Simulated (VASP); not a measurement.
# ZnAu (Pm-3m) in VASP: further runs

Runs on ZnAu. Level: PBE. Tasks: single point.

All numbers are computed with VASP 6.6.1; they aren't measurements. Logs are shortened: lines on timing, memory, paths and dates and some standing lists are left out, and cuts for length are marked.

## (1) The cell of the first run

It takes space group Pm-3m (No. 221, cubic). Conventional cell: a = 3.173 Å, b = 3.173 Å, c = 3.173 Å, α = 90.00°, β = 90.00°, γ = 90.00°. Zn (site symmetry m-3m) has 8 Au at 2.75 Å and 6 Zn at 3.17 Å within 3.6 Å. Au (site symmetry m-3m) has 8 Zn at 2.75 Å and 6 Au at 3.17 Å within 3.6 Å.

## (2) Single point, PBE (15.97 Å³/atom)

INCAR

```
SYSTEM = ZnAu
PREC = Accurate
ENCUT = 520
EDIFF = 1E-6
ISMEAR = -1
SIGMA = 0.05
LREAL = .FALSE.
LASPH = .TRUE.
NELM = 60
ALGO = Normal
ISIF = 2
LWAVE = .FALSE.
LCHARG = .FALSE.
GGA = PE
NBANDS = 18
```

KPOINTS

```
regular mesh
0
G
  12 12 12
  0 0 0
```

POSCAR

```
ZnAu
1.0
    3.1730094440      0.0000000000      0.0000000000
    0.0000000000      3.1730094440      0.0000000000
    0.0000000000      0.0000000000      3.1730094440
Zn Au
1 1
Direct
    0.5000000000      0.5000000000      0.5000000000
    0.0000000000      0.0000000000      0.0000000000
```

Potentials or basis: VASP PAW PBE potentials, release 64 (Zn, Au).

Launch:

```sh
$ cat potpaw_PBE.64/Zn/POTCAR potpaw_PBE.64/Au/POTCAR > POTCAR
$ mpirun -np 1 vasp_std > vasp.out
```

OUTCAR:

```text
SYSTEM = ZnAu
   PREC = Accurate
   ENCUT = 520
   EDIFF = 1E-6
   ISMEAR = -1
   LREAL = .FALSE.
   LASPH = .TRUE.
   NELM = 60
   ISIF = 2
   GGA = PE

 ion  position               nearest neighbor table
   1  0.500  0.500  0.500-   2 2.75   2 2.75   2 2.75   2 2.75   2 2.75   2 2.75   2 2.75   2 2.75

   2  0.000  0.000  0.000-   1 2.75   1 2.75   1 2.75   1 2.75   1 2.75   1 2.75   1 2.75   1 2.75

  LATTYP: Found a simple cubic cell.
 ALAT       =     3.1730094440

  Lattice vectors:

 A1 = (   3.1730094440,   0.0000000000,   0.0000000000)
 A2 = (   0.0000000000,   3.1730094440,   0.0000000000)
 A3 = (   0.0000000000,   0.0000000000,   3.1730094440)

Analysis of symmetry for initial positions (statically):
=====================================================================
 Subroutine PRICEL returns:
 Original cell was already a primitive cell.

 Routine SETGRP: Setting up the symmetry group for a
 simple cubic supercell.

 Subroutine GETGRP returns: Found 48 space group operations
 (whereof 48 operations were pure point group operations)
 out of a pool of 48 trial point group operations.

The static configuration has the point symmetry O_h .

Analysis of symmetry for dynamics (positions and initial velocities):
=====================================================================
 Subroutine PRICEL returns:
 Original cell was already a primitive cell.

 Routine SETGRP: Setting up the symmetry group for a
 simple cubic supercell.

 Subroutine GETGRP returns: Found 48 space group operations
 (whereof 48 operations were pure point group operations)
 out of a pool of 48 trial point group operations.

The dynamic configuration has the point symmetry O_h .

 Subroutine INISYM returns: Found 48 space group operations
 (whereof 48 operations are pure point group operations),
 and found     1 'primitive' translations

----------------------------------------------------------------------------------------

                                     Primitive cell

  volume of cell :      31.9458

  direct lattice vectors                    reciprocal lattice vectors
     3.173009444  0.000000000  0.000000000     0.315158217  0.000000000  0.000000000
     0.000000000  3.173009444  0.000000000     0.000000000  0.315158217  0.000000000
     0.000000000  0.000000000  3.173009444     0.000000000  0.000000000  0.315158217
[... 74 lines left out ...]
 SYSTEM =  ZnAu
   PREC   = accura    normal or accurate (medium, high low for compatibility)
   ISTART =      0    job   : 0-new  1-cont  2-samecut
   ICHARG =      2    charge: 1-file 2-atom 10-const
   ISPIN  =      1    spin polarized calculation?
   LNONCOLLINEAR =      F non collinear calculations
   LSORBIT =      F    spin-orbit coupling
   LASPH  =      T    aspherical Exc in radial PAW
   ENCUT  =  520.0 eV  38.22 Ry    6.18 a.u.   5.90  5.90  5.90*2*pi/ulx,y,z
   NELM   =     60;   NELMIN=  2; NELMDL= -5     # of ELM steps
   EDIFF  = 0.1E-05   stopping-criterion for ELM
   LREAL  =      F    real-space projection
   EDIFFG = 0.1E-04   stopping-criterion for IOM
   NSW    =      0    number of steps for IOM
   IBRION =     -1    ionic relax: 0-MD 1-quasi-New 2-CG
   NFREE  =      0    steps in history (QN), initial steepest desc. (CG)
   ISIF   =      2    stress and relaxation
   ISYM   =      2    0-nonsym 1-usesym 2-fastsym
   POTIM  = 0.5000    time-step for ionic-motion
   TEBEG  =    0.0;   TEEND  =   0.0 temperature during run
   PSTRESS=    0.0 pullay stress
   NELECT =      23.0000    total number of electrons
   NUPDOWN=      -1.0000    fix difference up-down
   EMIN   =  10.00;   EMAX   =-10.00  energy-range for DOS
   EFERMI =   0.00;   METHOD = LEGACY
   ISMEAR =    -1;   SIGMA  =   0.05  broadening in eV -4-tet -1-fermi 0-gaus
   EFERMI_NEDOS =   21; number of points for ismear=-14 and -15
   IALGO  =     38    algorithm
   IMIX   =      4    mixing-type and parameters
     AMIX     =   0.40;   BMIX     =  1.00
     AMIX_MAG =   1.60;   BMIX_MAG =  1.00
  volume/ion in A,a.u.               =      15.97       107.79
  Fermi-wavevector in a.u.,A,eV,Ry     =   1.467279  2.772756 29.292093  2.152908
  Thomas-Fermi vector in A             =   2.582916
   LORBIT       =      0    0 simple, 1 ext, 2 COOP (PROOUT), +10 PAW based schemes
   GGA     = PE    functional components
   LHFCALC =     F    Hartree Fock is set to
   AEXX    =    0.0000 exact exchange contribution
   IVDW    =     0    specifies the selected vdW correction
   LEPSILON=     F    determine dielectric tensor
   LRPA    =     F    only Hartree local field effects (RPA)
 non-spin polarized calculation
  energy-cutoff  :      520.00
  volume of cell :       31.95
 maximum number of plane-waves:       912
 NGX is ok and might be reduce to    24
   NGX = 11   NGY = 11   NGZ = 11

 number of electron      23.0000030 magnetization

 Free energy of the ion-electron system (eV)
  ---------------------------------------------------
  ext. energy  EPLUGINS =         0.00000000
  ---------------------------------------------------
  free energy    TOTEN  =        -4.75176332 eV

  energy without entropy =       -4.74786847  energy(sigma->0) =       -4.74981590

 E-fermi :   6.8473     XC(G=0): -12.2376

 val. band max:        6.7601576154   @ k =   0.4167   0.4167   0.1667
 cond. band min:       6.8734299119   @ k =   0.3333   0.2500   0.0000
 fundamental gap:      0.1132722964
 Fermi energy:         6.8472574999

 k-point     1 :       0.0000    0.0000    0.0000
  band No.  band energies     occupation
      1      -3.5952      2.00000
      2      -1.2153      2.00000
      3      -1.2153      2.00000
      4      -0.5805      2.00000
      5      -0.5805      2.00000
      6      -0.5805      2.00000
[... 481 lines left out ...]
      5      -0.4184      2.00000
      6       0.4323      2.00000
[... 10 lines left out ...]
     17      20.2006      0.00000
     18      20.6817      0.00000

 [... further k-points ...]
[... 5 lines left out ...]
  --------------------------------------------------------------------------------------
  -------------------------------------------------------------------------------------
  Total        0.3201635      0.3201635      0.3201635     -0.0000000     -0.0000000      0.0000000
  in kB       16.0571424     16.0571424     16.0571424     -0.0000000     -0.0000000      0.0000000
  external PRESSURE =      16.0571424 kB  Pullay stress =       0.0000000 kB

 VOLUME and BASIS-vectors are now :
 -----------------------------------------------------------------------------
  energy-cutoff  :      520.00
  volume of cell :       31.95
      direct lattice vectors                 reciprocal lattice vectors
     3.173009444  0.000000000  0.000000000     0.315158217  0.000000000  0.000000000
     0.000000000  3.173009444  0.000000000     0.000000000  0.315158217  0.000000000
     0.000000000  0.000000000  3.173009444     0.000000000  0.000000000  0.315158217

 POSITION                                       TOTAL-FORCE (eV/Angst)
 -----------------------------------------------------------------------------------
      1.58650      1.58650      1.58650         0.000000      0.000000      0.000000
      0.00000      0.00000      0.00000         0.000000      0.000000      0.000000
 -----------------------------------------------------------------------------------
    total drift:                                0.000000      0.000000     -0.000000

  FREE ENERGIE OF THE ION-ELECTRON SYSTEM (eV)
  ---------------------------------------------------
  free  energy   TOTEN  =        -4.7517633247 eV

  energy  without entropy=       -4.7478684657  energy(sigma->0) =       -4.74981590
```

OSZICAR:

```text
N       E                     dE             d eps       ncg     rms          rms(c)
DAV:   1     0.134166285485E+03    0.13417E+03   -0.11514E+04  3124   0.164E+03
DAV:   2     0.385636499351E+00   -0.13378E+03   -0.12762E+03  3078   0.314E+02
DAV:   3    -0.514762623639E+01   -0.55333E+01   -0.54675E+01  3372   0.693E+01
DAV:   4    -0.519457919903E+01   -0.46953E-01   -0.46937E-01  3272   0.566E+00
DAV:   5    -0.519508944071E+01   -0.51024E-03   -0.51024E-03  3254   0.637E-01    0.798E+00
DAV:   6    -0.478388056902E+01    0.41121E+00   -0.12017E+00  3244   0.120E+01    0.512E+00
DAV:   7    -0.475963292348E+01    0.24248E-01   -0.29573E-02  4000   0.342E+00    0.275E+00
DAV:   8    -0.475174177230E+01    0.78912E-02   -0.96409E-03  3110   0.100E+00    0.155E-01
DAV:   9    -0.475175151189E+01   -0.97396E-05   -0.31185E-04  3660   0.263E-01    0.756E-02
DAV:  10    -0.475176237781E+01   -0.10866E-04   -0.41838E-05  3270   0.689E-02    0.178E-02
DAV:  11    -0.475176332471E+01   -0.94690E-06   -0.36762E-06  3134   0.282E-02
   1 F= -.47517633E+01 E0= -.47498159E+01  d E =-.389486E-02
```

stdout:

```text
POSCAR found type information on POSCAR ZnAu
 POSCAR found :  2 types and       2 ions
 scaLAPACK will be used
 LDA part: xc-table for (Slater+PW92), standard interpolation
 POSCAR, INCAR and KPOINTS ok, starting setup
 FFT: planning ... GRIDC
 FFT: planning ... GRID_SOFT
 FFT: planning ... GRID
 WAVECAR not read
 entering main loop
```

Wall time 33 s (1 thread of Intel Xeon 8259CL, shared host); peak memory 0.18 GiB.

What came out:

```
Free energy            : -4.7518 eV
Pressure               : 1.6 GPa
Band gap on the k mesh : zero (an odd number of electrons rules out a gap without spin polarisation)
```

Caveat: spin-orbit coupling is left out, which moves the levels of the heavy elements.

## (3) Single point, PBE (16.36 Å³/atom)

This run uses another cell than the first one, of 16.36 Å³/atom.

INCAR

```
  PREC = Accurate
  ENCUT = 520
  EDIFF = 1E-6
  ISMEAR = -1
  SIGMA = 0.05
  LREAL = False
  LASPH = True
  NELM = 60
  ALGO = Normal
  ISIF = 2
  LWAVE = False
  LCHARG = False
  GGA = PE
  NBANDS = 18
```

KPOINTS

```
Automatic mesh
0
Gamma
  12 12 12
```

POSCAR

```
ZnAu
1.0
    3.1985993349      0.0000000000      0.0000000000
    0.0000000000      3.1985993349      0.0000000000
    0.0000000000      0.0000000000      3.1985993349
Zn Au
1 1
Direct
    0.5000000000      0.5000000000      0.5000000000
    0.0000000000      0.0000000000      0.0000000000
```

Potentials or basis: VASP PAW PBE potentials, release 64 (Zn, Au).

Launch:

```sh
$ cat potpaw_PBE.64/Zn/POTCAR potpaw_PBE.64/Au/POTCAR > POTCAR
$ mpirun -np 1 vasp_std > vasp.out
```

It took 37 s on 1 thread of Intel Xeon 8259CL, shared host; peak memory 0.18 GiB.

Results (log left out):

- Free energy: -4.7531 eV
- Pressure: -1.2 GPa
- Band gap on the k mesh: zero (an odd number of electrons rules out a gap without spin polarisation)

Levels at points of the mesh, in eV from the Fermi level:
```tsv
k point	band 8	band 9	band 10	band 11	band 12	band 13	band 14	band 15
(0.00, 0.00, 0.00)	-5.29	-3.71	-3.71	-3.71	4.88	4.88	4.88	8.20
(0.50, 0.00, 0.00)	-5.33	-4.77	-4.77	-3.84	-2.42	10.28	10.74	10.74
(0.50, 0.50, 0.00)	-4.05	-4.05	-3.16	-1.83	-1.83	0.63	2.17	10.09
(0.50, 0.50, 0.50)	-6.16	-3.11	-3.11	1.22	3.24	3.66	3.66	3.66
```

Caveat: spin-orbit coupling is left out, which moves the levels of the heavy elements.
